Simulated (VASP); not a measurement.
# Ta (Im-3m) in VASP: notebook

Runs on Ta. Level: PBEsol+D3(BJ). Tasks: single point.

Program: VASP 6.6.1. These are calculated values, not measurements. Logs are shortened: lines on timing, memory, paths and dates and some standing lists are left out, and cuts for length are marked.

## 1. The cell of the first run

The structure is cubic, space group Im-3m (No. 229). Conventional cell: a = 3.259 Å, b = 3.259 Å, c = 3.259 Å, α = 90.00°, β = 90.00°, γ = 90.00°. Within 3.7 Å of Ta (site symmetry m-3m) lie 14 Ta at 2.82 to 3.26 Å.

## 2. Single point, PBEsol+D3(BJ)

INCAR

```
SYSTEM = Ta
PREC = Accurate
ENCUT = 500
EDIFF = 1E-6
ISMEAR = -1
SIGMA = 0.1
LREAL = .False.
LASPH = .True.
NELM = 120
ALGO = Normal
ISIF = 2
LWAVE = .False.
LCHARG = .False.
GGA = PS
IVDW = 12
NBANDS = 12
GGA_COMPAT = .False.
```

KPOINTS

```
Automatic mesh
0
Gamma
  7 7 7
  0 0 0
```

POSCAR

```
Ta
1.0
   -1.6292569863      1.6292569863      1.6292569863
    1.6292569863     -1.6292569863      1.6292569863
    1.6292569863      1.6292569863     -1.6292569863
Ta
1
Direct
    0.0000000000      0.0000000000      0.0000000000
```

Potentials or basis: VASP PAW PBE potentials, release 64 (Ta_pv).

Command:

```sh
> cat potpaw_PBE.64/Ta_pv/POTCAR > POTCAR
> mpirun -np 1 vasp_std > vasp.out
```

OUTCAR:

```text
SYSTEM = Ta
   PREC = Accurate
   ENCUT = 500
   EDIFF = 1E-6
   ISMEAR = -1
   LREAL = .False.
   LASPH = .True.
   NELM = 120
   ISIF = 2
   GGA = PS
   IVDW = 12
 IVDW          = 12

 ion  position               nearest neighbor table
   1  0.000  0.000  0.000-

  LATTYP: Found a body centered cubic cell.
 ALAT       =     3.2585139726

  Lattice vectors:

 A1 = (  -1.6292569863,   1.6292569863,   1.6292569863)
 A2 = (   1.6292569863,  -1.6292569863,   1.6292569863)
 A3 = (   1.6292569863,   1.6292569863,  -1.6292569863)

Analysis of symmetry for initial positions (statically):
=====================================================================
 Subroutine PRICEL returns:
 Original cell was already a primitive cell.

 Routine SETGRP: Setting up the symmetry group for a
 body centered cubic supercell.

 Subroutine GETGRP returns: Found 48 space group operations
 (whereof 48 operations were pure point group operations)
 out of a pool of 48 trial point group operations.

The static configuration has the point symmetry O_h .

Analysis of symmetry for dynamics (positions and initial velocities):
=====================================================================
 Subroutine PRICEL returns:
 Original cell was already a primitive cell.

 Routine SETGRP: Setting up the symmetry group for a
 body centered cubic supercell.

 Subroutine GETGRP returns: Found 48 space group operations
 (whereof 48 operations were pure point group operations)
 out of a pool of 48 trial point group operations.

The dynamic configuration has the point symmetry O_h .

 Subroutine INISYM returns: Found 48 space group operations
 (whereof 48 operations are pure point group operations),
 and found     1 'primitive' translations

----------------------------------------------------------------------------------------

                                     Primitive cell

  volume of cell :      17.2993

  direct lattice vectors                    reciprocal lattice vectors
    -1.629256986  1.629256986  1.629256986     0.000000000  0.306888357  0.306888357
     1.629256986 -1.629256986  1.629256986     0.306888357  0.000000000  0.306888357
     1.629256986  1.629256986 -1.629256986     0.306888357  0.306888357  0.000000000

  length of vectors
     2.821955879  2.821955879  2.821955879     0.434005677  0.434005677  0.434005677

  position of ions in fractional coordinates (direct lattice)
     0.000000000  0.000000000  0.000000000

[... 76 lines left out ...]
   ISIF   =      2    stress and relaxation
   ISYM   =      2    0-nonsym 1-usesym 2-fastsym
   POTIM  = 0.5000    time-step for ionic-motion
   TEBEG  =    0.0;   TEEND  =   0.0 temperature during run
   PSTRESS=    0.0 pullay stress
   NELECT =      11.0000    total number of electrons
   NUPDOWN=      -1.0000    fix difference up-down
   EMIN   =  10.00;   EMAX   =-10.00  energy-range for DOS
   EFERMI =   0.00;   METHOD = LEGACY
   ISMEAR =    -1;   SIGMA  =   0.10  broadening in eV -4-tet -1-fermi 0-gaus
   EFERMI_NEDOS =   21; number of points for ismear=-14 and -15
   IALGO  =     38    algorithm
   IMIX   =      4    mixing-type and parameters
     AMIX     =   0.40;   BMIX     =  1.00
     AMIX_MAG =   1.60;   BMIX_MAG =  1.00
  volume/ion in A,a.u.               =      17.30       116.74
  Fermi-wavevector in a.u.,A,eV,Ry     =   1.407763  2.660286 26.963971  1.981796
  Thomas-Fermi vector in A             =   2.529989
   LORBIT       =      0    0 simple, 1 ext, 2 COOP (PROOUT), +10 PAW based schemes
   GGA     = PS    functional components
   LHFCALC =     F    Hartree Fock is set to
   AEXX    =    0.0000 exact exchange contribution
   IVDW    =    12    specifies the selected vdW correction
   LEPSILON=     F    determine dielectric tensor
   LRPA    =     F    only Hartree local field effects (RPA)
 non-spin polarized calculation
  energy-cutoff  :      500.00
  volume of cell :       17.30
 maximum number of plane-waves:       445
 NGX is ok and might be reduce to    24
   NGX = 11   NGY = 11   NGZ = 11

 number of electron      11.0000000 magnetization

 Free energy of the ion-electron system (eV)
  ---------------------------------------------------
  ext. energy  EPLUGINS =         0.00000000
  ---------------------------------------------------
  free energy    TOTEN  =       -12.58289788 eV

  energy without entropy =      -12.54393025  energy(sigma->0) =      -12.56341406

 E-fermi :   5.5135     XC(G=0): -12.9406

 val. band max:        5.4777534971   @ k =   0.2857   0.0000   0.0000
 cond. band min:       5.6125285590   @ k =  -0.2857   0.2857   0.1429
 fundamental gap:      0.1347750618
 Fermi energy:         5.5135089211

 k-point     1 :       0.0000    0.0000    0.0000
  band No.  band energies     occupation
      1     -27.2403      2.00000
      2     -27.2403      2.00000
      3     -27.2403      2.00000
      4      -2.4308      2.00000
      5       6.3528      0.00045
      6       6.3528      0.00045
      7       6.3528      0.00045
      8       9.7738      0.00000
      9       9.7738      0.00000
     10      20.8867      0.00000
     11      20.8867      0.00000
     12      20.8867      0.00000
[... 271 lines left out ...]
 k-point    20 :      -0.4286    0.4286    0.4286
  band No.  band energies     occupation
      1     -28.1743      2.00000
      2     -28.1248      2.00000
      3     -28.1248      2.00000
      4       1.8411      2.00000
      5       1.9533      2.00000
      6      10.9060      0.00000
      7      10.9060      0.00000
      8      12.3136      0.00000
      9      13.3500      0.00000
     10      17.1057      0.00000
     11      17.1057      0.00000
     12      20.3875      0.00000

------------------------ aborting loop because EDIFF is reached ----------------------------------------

 Edisp (eV)   -0.75819

 E8    (eV) :    -0.5635

  FORCE on cell =-STRESS in cart. coord.  units (eV):
  Direction    XX          YY          ZZ          XY          YZ          ZX
  --------------------------------------------------------------------------------------
  -------------------------------------------------------------------------------------
  Total      -0.11957    -0.11957    -0.11957     0.00000    -0.00000     0.00000
  in kB     -11.07424   -11.07424   -11.07424     0.00000    -0.00000     0.00000
  external pressure =      -11.07 kB  Pullay stress =        0.00 kB

 VOLUME and BASIS-vectors are now :
 -----------------------------------------------------------------------------
  energy-cutoff  :      500.00
  volume of cell :       17.30
      direct lattice vectors                 reciprocal lattice vectors
    -1.629256986  1.629256986  1.629256986     0.000000000  0.306888357  0.306888357
     1.629256986 -1.629256986  1.629256986     0.306888357  0.000000000  0.306888357
     1.629256986  1.629256986 -1.629256986     0.306888357  0.306888357  0.000000000

 POSITION                                       TOTAL-FORCE (eV/Angst)
 -----------------------------------------------------------------------------------
      0.00000      0.00000      0.00000        -0.000000      0.000000     -0.000000
 -----------------------------------------------------------------------------------
    total drift:                                0.000000      0.000000      0.000000

  FREE ENERGIE OF THE ION-ELECTRON SYSTEM (eV)
  ---------------------------------------------------
  free  energy   TOTEN  =       -13.3410873090 eV

  energy  without entropy=      -13.3021196799  energy(sigma->0) =      -13.32160349
```

stdout:

```text
POSCAR found type information on POSCAR Ta
 POSCAR found :  1 types and       1 ions
 scaLAPACK will be used
 -----------------------------------------------------------------------------
|                                                                             |
|                                                                             |
|     You enforced a specific xc type in the INCAR file but a different       |
|     I HOPE YOU KNOW WHAT YOU ARE DOING!                                     |
|                                                                             |
 -----------------------------------------------------------------------------

 LDA part: xc-table for (Slater+PW92), standard interpolation
 POSCAR, INCAR and KPOINTS ok, starting setup
 FFT: planning ... GRIDC
 FFT: planning ... GRID_SOFT
 FFT: planning ... GRID
 WAVECAR not read
 entering main loop
```

Run time: 5.3 s. Hardware: 1 thread of Intel Xeon 6975P-C, shared host; peak memory 0.14 GiB.

Results:

```
Free energy                : -13.3411 eV
Pressure                   : -1.1 GPa
Dispersion energy per atom : -0.758 eV
```

Levels at points of the mesh, in eV from the Fermi level:
| k point | band 3 | band 4 | band 5 | band 6 | band 7 | band 8 |
| --- | --- | --- | --- | --- | --- | --- |
| (0.00, 0.00, 0.00) | -32.75 | -7.94 | 0.84 | 0.84 | 0.84 | 4.26 |

Caveat: the k points lie up to 0.39 Å⁻¹ apart; three body term missing; the PAW data sets were made with another functional, which shifts forces and pressure a little; spin-orbit coupling is left out, which moves the levels of the heavy elements; pairwise dispersion overbinds metals, which lowers pressure and volume.

## 3. Single point, PBEsol+D3(BJ)

This run uses another cell than the first one, of 18.01 Å³/atom, 1.041 times its volume.

INCAR

```
  PREC = Accurate
  ENCUT = 500
  EDIFF = 1E-6
  ISMEAR = -1
  SIGMA = 0.1
  LREAL = False
  LASPH = True
  NELM = 120
  ALGO = Normal
  ISIF = 2
  LWAVE = False
  LCHARG = False
  GGA = PS
  IVDW = 12
  NBANDS = 12
  GGA_COMPAT = False
```

KPOINTS

```
regular mesh
0
Gamma
  7 7 7
```

POSCAR

```
Ta
1.0
   -1.6512800000      1.6512800000      1.6512800000
    1.6512800000     -1.6512800000      1.6512800000
    1.6512800000      1.6512800000     -1.6512800000
Ta
1
Direct
    0.0000000000      0.0000000000      0.0000000000
```

Potentials or basis: VASP PAW PBE potentials, release 64 (Ta_pv).

Command:

```sh
> cat potpaw_PBE.64/Ta_pv/POTCAR > POTCAR
> mpirun -np 1 vasp_std > vasp.out
```

OUTCAR:

```text
PREC = Accurate
   ENCUT = 500
   EDIFF = 1E-6
   ISMEAR = -1
   LREAL = False
   LASPH = True
   NELM = 120
   ISIF = 2
   GGA = PS
   IVDW = 12
 IVDW          = 12

 ion  position               nearest neighbor table
   1  0.000  0.000  0.000-

  LATTYP: Found a body centered cubic cell.
 ALAT       =     3.3025600000

  Lattice vectors:

 A1 = (  -1.6512800000,   1.6512800000,   1.6512800000)
 A2 = (   1.6512800000,  -1.6512800000,   1.6512800000)
 A3 = (   1.6512800000,   1.6512800000,  -1.6512800000)

Analysis of symmetry for initial positions (statically):
=====================================================================
 Subroutine PRICEL returns:
 Original cell was already a primitive cell.

 Routine SETGRP: Setting up the symmetry group for a
 body centered cubic supercell.

 Subroutine GETGRP returns: Found 48 space group operations
 (whereof 48 operations were pure point group operations)
 out of a pool of 48 trial point group operations.

The static configuration has the point symmetry O_h .
[... 159 lines left out ...]
 Fermi energy:         5.2018679161

 k-point     1 :       0.0000    0.0000    0.0000
  band No.  band energies     occupation
      1     -27.7277      2.00000
      2     -27.7277      2.00000
      3     -27.7277      2.00000
      4      -2.6068      2.00000
      5       6.0282      0.00052
      6       6.0282      0.00052
      7       6.0282      0.00052
      8       9.3020      0.00000
      9       9.3020      0.00000
     10      19.9478      0.00000
     11      20.3663      0.00000
     12      20.3663      0.00000
[... 271 lines left out ...]
 k-point    20 :      -0.4286    0.4286    0.4286
  band No.  band energies     occupation
      1     -28.5507      2.00000
      2     -28.5081      2.00000
      3     -28.5081      2.00000
      4       1.7501      2.00000
      5       1.8407      2.00000
      6      10.3417      0.00000
      7      10.3417      0.00000
      8      11.6838      0.00000
      9      12.6575      0.00000
     10      16.2824      0.00000
     11      16.2824      0.00000
     12      19.9183      0.00000

------------------------ aborting loop because EDIFF is reached ----------------------------------------

 Edisp (eV)   -0.72814

 E8    (eV) :    -0.5412

  FORCE on cell =-STRESS in cart. coord.  units (eV):
  Direction    XX          YY          ZZ          XY          YZ          ZX
  --------------------------------------------------------------------------------------
  -------------------------------------------------------------------------------------
  Total      -1.07389    -1.07389    -1.07389     0.00000     0.00000    -0.00000
  in kB     -95.53159   -95.53159   -95.53159     0.00000     0.00000    -0.00000
  external pressure =      -95.53 kB  Pullay stress =        0.00 kB

 VOLUME and BASIS-vectors are now :
 -----------------------------------------------------------------------------
  energy-cutoff  :      500.00
  volume of cell :       18.01
      direct lattice vectors                 reciprocal lattice vectors
    -1.651280000  1.651280000  1.651280000     0.000000000  0.302795407  0.302795407
     1.651280000 -1.651280000  1.651280000     0.302795407  0.000000000  0.302795407
     1.651280000  1.651280000 -1.651280000     0.302795407  0.302795407  0.000000000

 POSITION                                       TOTAL-FORCE (eV/Angst)
 -----------------------------------------------------------------------------------
      0.00000      0.00000      0.00000        -0.000000     -0.000000      0.000000
 -----------------------------------------------------------------------------------
    total drift:                                0.000000      0.000000      0.000000

  FREE ENERGIE OF THE ION-ELECTRON SYSTEM (eV)
  ---------------------------------------------------
  free  energy   TOTEN  =       -13.3170647486 eV

  energy  without entropy=      -13.2798827489  energy(sigma->0) =      -13.29847375
```

OSZICAR:

```text
N       E                     dE             d eps       ncg     rms          rms(c)
DAV:   1     0.586753529637E+02    0.58675E+02   -0.59802E+03   480   0.860E+02
DAV:   2    -0.122467536517E+02   -0.70922E+02   -0.68965E+02   528   0.238E+02
DAV:   3    -0.131072094247E+02   -0.86046E+00   -0.85741E+00   576   0.258E+01
DAV:   4    -0.131092676524E+02   -0.20582E-02   -0.20582E-02   544   0.141E+00
DAV:   5    -0.131092742658E+02   -0.66134E-05   -0.66140E-05   528   0.760E-02    0.138E+01
DAV:   6    -0.127150360570E+02    0.39424E+00   -0.31326E-01   556   0.588E+00    0.664E+00
DAV:   7    -0.125905977068E+02    0.12444E+00   -0.26603E-01   552   0.511E+00    0.339E-01
DAV:   8    -0.125889376454E+02    0.16601E-02   -0.70739E-03   536   0.664E-01    0.969E-02
DAV:   9    -0.125889323566E+02    0.52888E-05   -0.66240E-05   556   0.724E-02    0.232E-02
DAV:  10    -0.125889286990E+02    0.36576E-05   -0.34324E-06   528   0.199E-02    0.310E-03
DAV:  11    -0.125889288359E+02   -0.13698E-06   -0.22767E-07   276   0.550E-03
   1 F= -.13317065E+02 E0= -.13298474E+02  d E =-.371820E-01
```

stdout:

```text
POSCAR found type information on POSCAR Ta
 POSCAR found :  1 types and       1 ions
 scaLAPACK will be used
 -----------------------------------------------------------------------------
|                                                                             |
|                                                                             |
|     You enforced a specific xc type in the INCAR file but a different       |
|     I HOPE YOU KNOW WHAT YOU ARE DOING!                                     |
|                                                                             |
 -----------------------------------------------------------------------------

 LDA part: xc-table for (Slater+PW92), standard interpolation
 POSCAR, INCAR and KPOINTS ok, starting setup
 FFT: planning ... GRIDC
 FFT: planning ... GRID_SOFT
 FFT: planning ... GRID
 WAVECAR not read
 entering main loop
```

Run time: 7.9 s. Hardware: 1 thread of Intel Xeon 6975P-C, shared host; peak memory 0.15 GiB.

What came out:

| Item | Value |
| --- | --- |
| Free energy | -13.3171 eV |
| Pressure | -9.6 GPa |
| Dispersion energy per atom | -0.728 eV |

Caveat: the k points lie up to 0.38 Å⁻¹ apart; three body term missing; the PAW data sets were made with another functional, which shifts forces and pressure a little; spin-orbit coupling is left out, which moves the levels of the heavy elements; pairwise dispersion overbinds metals, which lowers pressure and volume.
